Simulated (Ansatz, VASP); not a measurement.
## One calculation of HfTi3N4, two programs

```
Hf Ti N
1.0
     3.07378    0.00000    0.00000
     0.00000    3.07378    0.00000
     0.00000    0.00000    8.67570
Hf Ti N
1 3 4
Direct
  0.00000 0.00000 0.00000
  0.50000 0.50000 0.26374
  0.00000 0.00000 0.50000
  0.50000 0.50000 0.73626
  0.00000 0.00000 0.25579
  0.50000 0.50000 0.50000
  0.00000 0.00000 0.74421
  0.50000 0.50000 0.00000
```

Alike in both runs: task single point; functional PBE; k mesh 6 × 6 × 2; occupations gaussian, width 0.1 eV; collinear spin.

|  | VASP | Ansatz |
| --- | --- | --- |
| version | VASP 6.6.1 | Ansatz 0.2.0 |
| potentials or method | VASP PAW PBE potentials, release 64 (Hf_pv, Ti_sv, N), cutoff 520 eV | scalar-relativistic, plane waves, PAW |
| valence electrons in the cell | 66 | 82 |

Ansatz gave:

```
gap on the k mesh at the Fermi level (eV)                     : none
pressure (GPa)                                                : 0.0
traceless stress, the component that is largest in VASP (GPa) : 0.48
rms of the force components (eV/Å)                            : 0.012
net moment per atom (μB)                                      : 0.00
```

Task: What did VASP give for the same quantities?

Result: gap on the k mesh at the Fermi level (eV): none; pressure (GPa): -0.4; traceless stress, the component that is largest in VASP (GPa): 0.54; rms of the force components (eV/Å): 0.021; net moment per atom (μB): 0.00.

Atom by atom the forces differ by 0.025 eV/Å (rms over components). A gap of «none» marks a metal or a gap that the smearing closes. VASP's potentials hold 66 valence electrons a cell and Ansatz's 82, so a difference there can come from the potentials and not from the codes. Ansatz's warnings: seeded moment not kept.

The k mesh is coarse, so the values compare programs but aren't converged. Spin-orbit coupling is off throughout.
